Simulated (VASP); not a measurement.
Sn2Ge3:

```xyz
10
Lattice="7.3053 0.0000 0.0000 -3.6526 6.3266 0.0000 0.0000 0.0000 5.9086" Properties=species:S:1:pos:R:3 pbc="T T T"
Sn    0.0000    4.2177    1.3847
Sn    3.6526    2.1089    1.3847
Sn    3.6526    2.1089    4.5239
Sn    0.0000    4.2177    4.5239
Ge    2.7922    0.0000    2.9543
Ge   -1.3961    2.4181    2.9543
Ge    2.2566    3.9085    2.9543
Ge    4.5131    0.0000    2.9543
Ge   -2.2566    3.9085    2.9543
Ge    1.3961    2.4181    2.9543
```

The cell was built from a structure type or drawn by symmetry, and may not be a known phase.

- Program: VASP 6.6.1
- Task: relaxation of cell and atoms
- Functional: PBE
- Potentials or basis: VASP PAW PBE potentials, release 64 (Sn_d, Ge_d)
- Cutoff: 600 eV
- k mesh: 3 × 3 × 4
- Occupations: gaussian, width 0.1 eV
- Spin: no spin polarisation

At the start: pressure 42.7 GPa; volume 27.31 Å³/atom.

Problem. How do energy, volume and symmetry change on relaxing?

Solution. Over 19 steps the energy falls by 2351.8 meV/atom and the volume is 34.50 Å³/atom (+26.3 %); space group P6/mmm (No. 191, to 0.1 Å) before and after.

The path:
```
step  energy change (eV)  largest force (eV/Å)  pressure (GPa)  volume (Å³)
   1              0.0000               29.4287           42.72       273.08
   2             -6.5319                7.5071            5.44       661.87
   3             -9.4070                5.3023            3.71       621.31
   4            -10.9703                4.1347            2.64       593.63
   5            -16.6492                1.8872           -0.96       458.71
   6            -21.2778                1.7684           -0.51       358.51
   7            -22.6984                1.0773            3.00       314.01
   8            -22.7084                0.7636            4.68       303.48
   9            -22.7304                0.9328            3.70       309.19
  10            -22.7318                0.9096            3.83       308.44
  11            -23.3177                0.6919            0.23       337.23
  12            -23.3713                0.6033           -1.09       352.69
  13            -23.3726                0.6180           -0.87       350.21
  14            -23.4924                0.2402           -0.32       346.32
  15            -23.5155                0.0417            0.10       343.88
  16            -23.5155                0.0575            0.14       343.76
  17            -23.5177                0.0454            0.00       345.00
  18            -23.5179                0.0414           -0.04       345.43
  19            -23.5182                0.0217           -0.02       345.03
```

Final structure:
```cif
data_structure
_symmetry_space_group_name_H-M 'P 1'
_symmetry_Int_Tables_number 1
_cell_length_a 8.0604
_cell_length_b 8.0604
_cell_length_c 6.1321
_cell_angle_alpha 90.000
_cell_angle_beta 90.000
_cell_angle_gamma 120.000
_cell_volume 345.03
loop_
_atom_site_label
_atom_site_type_symbol
_atom_site_fract_x
_atom_site_fract_y
_atom_site_fract_z
_atom_site_occupancy
Sn1 Sn 0.33333 0.66667 0.24697 1
Sn2 Sn 0.66667 0.33333 0.24697 1
Sn3 Sn 0.66667 0.33333 0.75303 1
Sn4 Sn 0.33333 0.66667 0.75303 1
Ge1 Ge 0.33139 0.00000 0.50000 1
Ge2 Ge 0.00000 0.33139 0.50000 1
Ge3 Ge 0.66861 0.66861 0.50000 1
Ge4 Ge 0.66861 0.00000 0.50000 1
Ge5 Ge 0.00000 0.66861 0.50000 1
Ge6 Ge 0.33139 0.33139 0.50000 1
```

Caveat: the volume moved by over 15 % at a fixed basis, so the end points are rough.
